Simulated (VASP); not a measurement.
Here is a VASP 6.6.1 calculation.

The input INCAR:

```
SYSTEM = V
PREC = Accurate ; ENCUT = 520
EDIFF = 1E-7 ; ISMEAR = -1
SIGMA = 0.1 ; LREAL = .False.
LASPH = .True. ; NELM = 60
ALGO = Normal ; ISIF = 2
LWAVE = .False. ; LCHARG = .False.
GGA = CA ; NBANDS = 26
```

The input KPOINTS:

```
Automatic mesh
0
Gamma
  11 11 18
  0 0 0
```

POSCAR

```
V
1.0
    4.3667642712      0.0000000000      0.0000000000
   -2.1833821356      3.7817287912      0.0000000000
    0.0000000000      0.0000000000      2.3120998010
V
3
Direct
    0.0000000000      1.0000000000      0.0000000000
    0.3333333333      0.6666666667      0.5000000000
    0.6666666667      0.3333333333      0.5000000000
```

Potentials or basis: VASP PAW LDA potentials, release 64 (V_sv).

Command:

```bash
$ cat potpaw_LDA.64/V_sv/POTCAR > POTCAR
$ mpirun -np 1 vasp_std > vasp.out
```

Question: Estimate the pressure.

Answer: 0.6 GPa.

Question: What does it give for the band gap on the k mesh?

Answer: Zero (an odd number of electrons rules out a gap without spin polarisation).

Stress tensor (GPa, compression positive):
```
0.43 0.00 0.00
0.00 0.43 0.00
0.00 0.00 0.89
```
